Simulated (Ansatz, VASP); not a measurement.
Given: the input of a run of VASP 6.6.1 on Ba.

File INCAR:

```
ALGO = Normal
EDIFF = 1E-6
ENCUT = 520
GGA = RP
ISIF = 2
ISMEAR = 0
LASPH = T
LCHARG = T
LELF = T
LREAL = F
LVHAR = T
LWAVE = F
NBANDS = 11
NELM = 100
PREC = Accurate
SIGMA = 0.02
```

File KPOINTS:

```
k-points
0
Gamma
  7 7 7
```

POSCAR

```
Ba
1.0
    3.9996500000      0.0000000000      0.0000000000
    0.0000000000      3.9996500000      0.0000000000
    0.0000000000      0.0000000000      3.6055390000
Ba
1
Direct
    0.5000000000      0.5000000000      0.5000000000
```

Potentials or basis: VASP PAW PBE potentials, release 64 (Ba_sv).

The run is started by

```bash
$ cat potpaw_PBE.64/Ba_sv/POTCAR > POTCAR
$ mpirun -np 1 vasp_std > vasp.out
```

Problem. Translate it to Ansatz 0.2.0. Potentials there: all-electron LAPW, scalar-relativistic.

Solution. As run (the cutoff follows the program's own potentials):

input.yaml

```yaml
crystal:
  lattice:
    - [3.99965, 0.0, 0.0]
    - [0.0, 3.99965, 0.0]
    - [0.0, 0.0, 3.605539]
  atoms:
    - { symbol: Ba, position: [0.5, 0.5, 0.5] }
kpoints:
  mp_grid: { grid: [7, 7, 7] }
scf:
  occupations: { method: gaussian, width: 0.02 }
hamiltonian:
  xc: rpbe
  pseudopotentials: { kind: all_electron, lapw: { basis_error: 0.001 } }
output:
  forces: true
  stress: true
  eigenvalues: true
```

Potentials or basis: all-electron LAPW, scalar-relativistic.

Run with:

```console
$ ansatz run input.yaml --threads 1 --pin off --max-ram 3072MiB --backend cpu --events-out ev --progress --plain --runs-dir out
```

Both were run:

|  | VASP | Ansatz | Ansatz less VASP |
| --- | --- | --- | --- |
| gap on the k mesh at the Fermi level (eV) | none | none | - |
| pressure (GPa) | 1.5 | 1.3 | -0.19 |
| traceless stress, the component that is largest in VASP (GPa) | 2.99 | 2.87 | -0.120 |

VASP's potentials were made for PBE, not for RPBE. A gap of «none» marks a metal or a gap that the smearing closes. Ansatz ran all-electron here, and VASP with PAW potentials.

Spin-orbit coupling is off throughout.
